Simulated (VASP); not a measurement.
Crystal: Al3Si2B.

```
CELL_PARAMETERS angstrom
0.00000 3.91705 3.96897
3.04959 0.00000 3.96897
3.04959 3.91705 0.00000
ATOMIC_POSITIONS crystal
Al 0.18667 0.18667 0.81333
Al 0.81333 0.81333 0.18667
Al 0.50000 0.50000 0.50000
Si 0.23098 0.76902 0.76902
Si 0.76902 0.23098 0.23098
B 0.00000 0.00000 0.00000
```

The cell was generated, and may not be a known phase.

```yaml
Program: VASP 6.6.1
Task: relaxation of cell and atoms
Functional: PBE
Potentials_or_basis: VASP PAW PBE potentials, release 64 (Al, Si, B)
Cutoff: 600 eV
k_mesh: 4 × 4 × 4
Occupations: gaussian, width 0.1 eV
Spin: no spin polarisation
```

At the start: pressure 135.7 GPa; volume 15.80 Å³/atom.

**Question.** Where does the relaxation end?

**Answer.** Over 29 steps the energy falls by 5699.3 meV/atom and the volume is 18.61 Å³/atom (+17.7 %); space group Fmmm (No. 69, to 0.1 Å) before and after.

Step by step:
| step | energy change (eV) | largest force (eV/Å) | pressure (GPa) | volume (Å³) |
| --- | --- | --- | --- | --- |
| 1 | 0.0000 | 24.6098 | 135.66 | 94.82 |
| 2 | -17.2637 | 5.5202 | -0.73 | 352.26 |
| 3 | -17.9721 | 5.1912 | -1.12 | 334.69 |
| 4 | -18.7270 | 4.8960 | -1.53 | 317.21 |
| 5 | -25.3807 | 4.3727 | -2.83 | 191.45 |
| 6 | -26.7954 | 7.7615 | 10.21 | 139.45 |
| 7 | -26.7083 | 4.6076 | 0.79 | 162.90 |
| 8 | -26.9146 | 5.4573 | 2.84 | 155.69 |
| 9 | -26.9464 | 5.7342 | 3.40 | 153.83 |
| 10 | -29.5788 | 2.0633 | -5.85 | 169.17 |
| 11 | -29.7541 | 1.7601 | -6.32 | 172.58 |
| 12 | -29.8884 | 1.3532 | -6.67 | 179.44 |
| 13 | -30.9619 | 2.1420 | -3.23 | 153.76 |
| 14 | -31.0171 | 2.9888 | -1.61 | 148.53 |
| 15 | -31.6912 | 2.1198 | 0.00 | 134.81 |
| 16 | -31.7868 | 2.0441 | 1.45 | 129.53 |
| 17 | -32.5938 | 1.2378 | -1.83 | 124.99 |
| 18 | -33.3498 | 0.8517 | -3.35 | 115.00 |
| 19 | -33.7736 | 1.1275 | 0.42 | 107.95 |
| 20 | -33.7788 | 1.2048 | 1.31 | 106.97 |
| 21 | -34.0384 | 0.6982 | 1.38 | 107.39 |
| 22 | -34.0587 | 0.5687 | 1.71 | 107.51 |
| 23 | -34.1370 | 0.3579 | 0.43 | 109.96 |
| 24 | -34.1681 | 0.3712 | -0.72 | 112.76 |
| 25 | -34.1907 | 0.1239 | -0.23 | 112.03 |
| 26 | -34.1919 | 0.1161 | -0.33 | 112.16 |
| 27 | -34.1946 | 0.0623 | 0.12 | 111.53 |
| 28 | -34.1948 | 0.0580 | 0.26 | 111.34 |
| 29 | -34.1955 | 0.0108 | 0.05 | 111.63 |

Final structure:
```xyz
6
Lattice="0.0000 2.3970 5.0825 4.5816 0.0000 5.0825 4.5816 2.3970 0.0000" Properties=species:S:1:pos:R:3 pbc="T T T"
Al    4.5816    2.3970    2.0991
Al    4.5816    2.3970    8.0659
Al    4.5816    2.3970    5.0825
Si    7.2235    2.3970    5.0825
Si    1.9396    2.3970    5.0825
B     0.0000    0.0000    0.0000
```

Caveat: the k points lie up to 0.40 Å⁻¹ apart in the final cell, too coarse for converged energies and pressures of a metal; the volume moved by over 15 % at a fixed basis, so the end points are rough.
